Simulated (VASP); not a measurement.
# SiC (P6_3mc) in VASP: further runs, part 2 of 2

VASP 6.6.1. Earlier steps stand in the parts before.

### Step 3. Single point, BLYP

File INCAR:

```
  PREC = Accurate
  ENCUT = 520
  EDIFF = 1E-6
  ISMEAR = -1
  SIGMA = 0.05
  LREAL = False
  LASPH = True
  NELM = 60
  ALGO = Normal
  ISIF = 2
  LWAVE = False
  LCHARG = False
  GGA = B5
  ALDAX = 1.0
  AGGAX = 1.0
  AGGAC = 1.0
  ALDAC = 0.0
  NBANDS = 16
```

File KPOINTS:

```
Automatic mesh
0
Gamma
  10 10 5
```

File POSCAR:

```
SiC
1.0
    3.0760000000      0.0000000000      0.0000000000
   -1.5380000000      2.6638941420      0.0000000000
    0.0000000000      0.0000000000      5.0480000000
Si C
2 2
Direct
    0.6666666667      0.3333333333      0.5000000000
    0.3333333333      0.6666666667      0.0000000000
    0.6666666667      0.3333333333      0.8850000000
    0.3333333333      0.6666666667      0.3850000000
```

Potentials or basis: VASP PAW PBE potentials, release 64 (Si, C).

Run with:

```
$ cat potpaw_PBE.64/Si/POTCAR potpaw_PBE.64/C/POTCAR > POTCAR
$ mpirun -np 1 vasp_std > vasp.out
```

OUTCAR:

```text
PREC = Accurate
   ENCUT = 520
   EDIFF = 1E-6
   ISMEAR = -1
   LREAL = False
   LASPH = True
   NELM = 60
   ISIF = 2
   GGA = B5

 ion  position               nearest neighbor table
   1  0.667  0.333  0.500-   4 1.87   4 1.87   4 1.87   3 1.94   2 3.09   2 3.09   2 3.09   2 3.09
                             2 3.09   2 3.09
   2  0.333  0.667  0.000-   3 1.87   3 1.87   3 1.87   4 1.94   1 3.09   1 3.09   1 3.09   1 3.09
                             1 3.09   1 3.09
   3  0.667  0.333  0.885-   2 1.87   2 1.87   2 1.87   1 1.94
[... 655 lines left out ...]
 [... further k-points ...]
[... 5 lines left out ...]
  --------------------------------------------------------------------------------------
  -------------------------------------------------------------------------------------
  Total        2.6172605      2.6172605      1.6108410      0.0000000      0.0000000      0.0000000
  in kB      101.3759382    101.3759382     62.3936831      0.0000000      0.0000000      0.0000000
  external PRESSURE =      88.3818531 kB  Pullay stress =       0.0000000 kB

 VOLUME and BASIS-vectors are now :
 -----------------------------------------------------------------------------
  energy-cutoff  :      520.00
  volume of cell :       41.36
      direct lattice vectors                 reciprocal lattice vectors
     3.076000000  0.000000000  0.000000000     0.325097529  0.187695146  0.000000000
    -1.538000000  2.663894142  0.000000000     0.000000000  0.375390292  0.000000000
     0.000000000  0.000000000  5.048000000     0.000000000  0.000000000  0.198098257

 POSITION                                       TOTAL-FORCE (eV/Angst)
 -----------------------------------------------------------------------------------
      1.53800      0.88796      2.52400        -0.000000     -0.000000      0.762549
     -0.00000      1.77593      0.00000         0.000000      0.000000      0.762549
      1.53800      0.88796      4.46748         0.000000     -0.000000     -0.762549
     -0.00000      1.77593      1.94348        -0.000000      0.000000     -0.762549
 -----------------------------------------------------------------------------------
    total drift:                                0.000000      0.000000     -0.000177

  FREE ENERGIE OF THE ION-ELECTRON SYSTEM (eV)
  ---------------------------------------------------
  free  energy   TOTEN  =       -27.2319495540 eV

  energy  without entropy=      -27.2319495539  energy(sigma->0) =      -27.23194955
```

OSZICAR:

```text
N       E                     dE             d eps       ncg     rms          rms(c)
DAV:   1     0.275388973541E+02    0.27539E+02   -0.70978E+03  1344   0.890E+02
DAV:   2    -0.291837119746E+02   -0.56723E+02   -0.52160E+02  1968   0.159E+02
DAV:   3    -0.316129163776E+02   -0.24292E+01   -0.24224E+01  1752   0.307E+01
DAV:   4    -0.316311841290E+02   -0.18268E-01   -0.18265E-01  1688   0.328E+00
DAV:   5    -0.316313803537E+02   -0.19622E-03   -0.19622E-03  1752   0.321E-01    0.123E+01
DAV:   6    -0.272746344978E+02    0.43567E+01   -0.84136E+00  1672   0.179E+01    0.494E+00
DAV:   7    -0.272445455247E+02    0.30089E-01   -0.13514E+00  1888   0.682E+00    0.246E+00
DAV:   8    -0.272329925023E+02    0.11553E-01   -0.54494E-02  1560   0.159E+00    0.615E-01
DAV:   9    -0.272317069135E+02    0.12856E-02   -0.10514E-02  1880   0.688E-01    0.175E-01
DAV:  10    -0.272319150556E+02   -0.20814E-03   -0.16273E-03  1616   0.233E-01    0.565E-02
DAV:  11    -0.272319486612E+02   -0.33606E-04   -0.73121E-05  1648   0.668E-02    0.315E-02
DAV:  12    -0.272319495540E+02   -0.89271E-06   -0.60466E-06  1792   0.155E-02
   1 F= -.27231950E+02 E0= -.27231950E+02  d E =-.859141E-10
```

stdout:

```text
POSCAR found type information on POSCAR SiC
 POSCAR found :  2 types and       4 ions
 scaLAPACK will be used
 -----------------------------------------------------------------------------
|                                                                             |
|                                                                             |
|     You enforced a specific xc type in the INCAR file but a different       |
|     I HOPE YOU KNOW WHAT YOU ARE DOING!                                     |
|                                                                             |
 -----------------------------------------------------------------------------

 LDA part: xc-table for (Slater(with rela. corr.)+VWN5), standard interpolation
 POSCAR, INCAR and KPOINTS ok, starting setup
 FFT: planning ... GRIDC
 FFT: planning ... GRID_SOFT
 FFT: planning ... GRID
 WAVECAR not read
 entering main loop
```

Wall time 25 s (1 thread of Intel Xeon Platinum 8488C (Sapphire Rapids), shared host); peak memory 0.16 GiB.

What came out:

```
Free energy            : -27.2319 eV
Pressure               : 8.8 GPa
Largest force          : 0.763 eV/Å
Band gap on the k mesh : 2.82 eV (least direct gap 4.34 eV)
```

Forces in eV/Å, atoms in the order of the input:
```
Si   0.000  0.000  0.763
Si   0.000  0.000  0.763
C    0.000  0.000 -0.763
C    0.000  0.000 -0.763
```

Caveat: the cell stands under pressure; the PAW data sets were made with another functional, which shifts forces and pressure a little. A k mesh can miss the band edges.

### Step 4. Single point, revPBE

This run uses another cell than the first one, of 10.62 Å³/atom.

File INCAR:

```
SYSTEM = SiC
  ALGO = Normal
  EDIFF = 1E-6
  ENCUT = 520
  GGA = RE
  ISIF = 2
  ISMEAR = -1
  LASPH = .True.
  LCHARG = .False.
  LREAL = .False.
  LWAVE = .False.
  NBANDS = 16
  NELM = 60
  PREC = Accurate
  SIGMA = 0.05
```

File KPOINTS:

```
k-points
0
Gamma
  10 10 5
  0 0 0
```

File POSCAR:

```
SiC
1.0
    3.1036190428      0.0000000000      0.0000000000
   -1.5518095214      2.6878129347      0.0000000000
    0.0000000000      0.0000000000      5.0930782322
Si C
2 2
Direct
    0.6666666667      0.3333333333      0.5045693438
    0.3333333333      0.6666666667      0.0045693438
    0.6666666667      0.3333333333      0.8804306562
    0.3333333333      0.6666666667      0.3804306562
```

Run with:

```
$ cat potpaw_PBE.64/Si/POTCAR potpaw_PBE.64/C/POTCAR > POTCAR
$ mpirun -np 1 vasp_std > vasp.out
```

Run time: 20 s. Hardware: 1 thread of Intel Xeon Platinum 8488C (Sapphire Rapids), shared host; peak memory 0.16 GiB.

The run converged. Its results:

```
Free energy            : -28.8906 eV
Pressure               : -0.4 GPa
Band gap on the k mesh : 2.50 eV (least direct gap 3.94 eV)
```

Levels at points of the mesh, in eV from the valence-band top:
```csv
k point,band 4,band 5,band 6,band 7,band 8,band 9,band 10,band 11,band 12,band 13
"(0.00, 0.00, 0.00)",-1.30,-1.30,-0.11,0.00,0.00,4.61,5.94,6.54,6.54,7.56
"(0.50, 0.00, 0.00)",-6.22,-5.33,-3.26,-3.20,-1.18,2.76,4.21,6.71,7.04,9.84
```

Caveat: the PAW data sets were made with another functional, which shifts forces and pressure a little. A k mesh can miss the band edges.

### Step 5. Single point, BLYP

This run uses another cell than the first one, of 10.73 Å³/atom.

File INCAR:

```
SYSTEM = SiC
AGGAC = 1.0
AGGAX = 1.0
ALDAC = 0.0
ALDAX = 1.0
ALGO = Normal
EDIFF = 1E-7
ENCUT = 520
GGA = B5
ISIF = 2
ISMEAR = -1
LASPH = .TRUE.
LCHARG = .TRUE.
LELF = .TRUE.
LREAL = .FALSE.
LVHAR = .TRUE.
LWAVE = .FALSE.
NBANDS = 16
NELM = 100
PREC = Accurate
SIGMA = 0.05
```

File KPOINTS:

```
k-points
0
G
  10 10 5
  0 0 0
```

File POSCAR:

```
SiC
1.0
    3.1137388653      0.0000000000      0.0000000000
   -1.5568694326      2.6965769581      0.0000000000
    0.0000000000      0.0000000000      5.1139002074
Si C
2 2
Direct
    0.6666666667      0.3333333333      0.5046070592
    0.3333333333      0.6666666667      0.0046070592
    0.6666666667      0.3333333333      0.8803929408
    0.3333333333      0.6666666667      0.3803929408
```

Run with:

```
$ cat potpaw_PBE.64/Si/POTCAR potpaw_PBE.64/C/POTCAR > POTCAR
$ mpirun -np 1 vasp_std > vasp.out
```

It took 44 s on 1 thread of Intel Xeon Platinum 8488C (Sapphire Rapids), shared host; peak memory 0.15 GiB.

The run converged. Its results:

| Item | Value |
| --- | --- |
| Free energy | -27.3129 eV |
| Pressure | 0.6 GPa |
| Band gap on the k mesh | 2.82 eV (least direct gap 4.16 eV) |

Levels at points of the mesh, in eV from the valence-band top:
| k point | band 5 | band 6 | band 7 | band 8 | band 9 | band 10 | band 11 | band 12 |
| --- | --- | --- | --- | --- | --- | --- | --- | --- |
| (0.00, 0.00, 0.00) | -1.28 | -0.11 | 0.00 | 0.00 | 4.65 | 5.95 | 6.55 | 6.55 |
| (0.50, 0.00, 0.00) | -5.18 | -3.19 | -3.06 | -1.18 | 2.99 | 4.42 | 6.72 | 7.16 |

Caveat: the PAW data sets were made with another functional, which shifts forces and pressure a little.

### Step 6. Overview

| level | cell | k mesh | grid for exact exchange (PRECFOCK) | share of exact exchange | gap on the mesh (eV) | pressure (GPa) | largest force (eV/Å) |
| --- | --- | --- | --- | --- | --- | --- | --- |
| r2SCANh | a = 3.076, b = 3.076, c = 5.048 Å, angles 90.0, 90.0, 120.0°, 4 atoms, atomic positions A | 5 × 5 × 3 | Normal | 0.1 | 3.86 | -1.4 | 0.76 |
| BLYP | a = 3.076, b = 3.076, c = 5.048 Å, angles 90.0, 90.0, 120.0°, 4 atoms, atomic positions A | 10 × 10 × 5 | - | - | 2.82 | 8.8 | 0.76 |
| revPBE | a = 3.104, b = 3.104, c = 5.093 Å, angles 90.0, 90.0, 120.0°, 4 atoms, atomic positions B | 10 × 10 × 5 | - | - | 2.50 | -0.4 | - |
| BLYP | a = 3.114, b = 3.114, c = 5.114 Å, angles 90.0, 90.0, 120.0°, 4 atoms, atomic positions B | 10 × 10 × 5 | - | - | 2.82 | 0.6 | - |

Alike in all rows: task single point; potentials or basis VASP PAW PBE potentials, release 64 (Si, C); no spin polarisation; cutoff (eV) 520; smearing fermi-dirac 0.05 eV.

Caveats: some runs use coarse meshes; the PAW data sets were made with another functional, which shifts forces and pressure a little; the cell stands under pressure (at least some runs).

Absolute energies hang on the potentials; compare differences alone.
